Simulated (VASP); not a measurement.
Here is a VASP 6.6.1 calculation.

Contents of INCAR:

```
ALGO = Normal ; EDIFF = 1E-6
ENCUT = 750 ; GGA = PE
GGA_COMPAT = False ; ISIF = 2
ISMEAR = 0 ; LASPH = True
LCHARG = False ; LREAL = False
LWAVE = False ; NBANDS = 12
NELM = 120 ; PREC = Accurate
SIGMA = 0.02
```

File KPOINTS:

```
k-points
0
Gamma
  8 8 8
```

The input POSCAR:

```
LiCl
1.0
    0.0000000000      2.5964604336      2.5964604336
    2.5964604336      0.0000000000      2.5964604336
    2.5964604336      2.5964604336      0.0000000000
Li Cl
1 1
Direct
    0.0000000000      0.0000000000      0.0000000000
    0.5000000000      0.5000000000      0.5000000000
```

Potentials or basis: VASP PAW PBE potentials, release 64 (Li_sv, Cl).

Launch:

```console
$ cat potpaw_PBE.64/Li_sv/POTCAR potpaw_PBE.64/Cl/POTCAR > POTCAR
$ mpirun -np 1 vasp_std > vasp.out
```

Problem. Estimate the band gap on the k mesh.

Solution. 6.13 eV.

Problem. Estimate the pressure.

Solution. -0.8 GPa.

Caveat: the cell differs from its parent crystal (strained). A k mesh can miss the band edges.
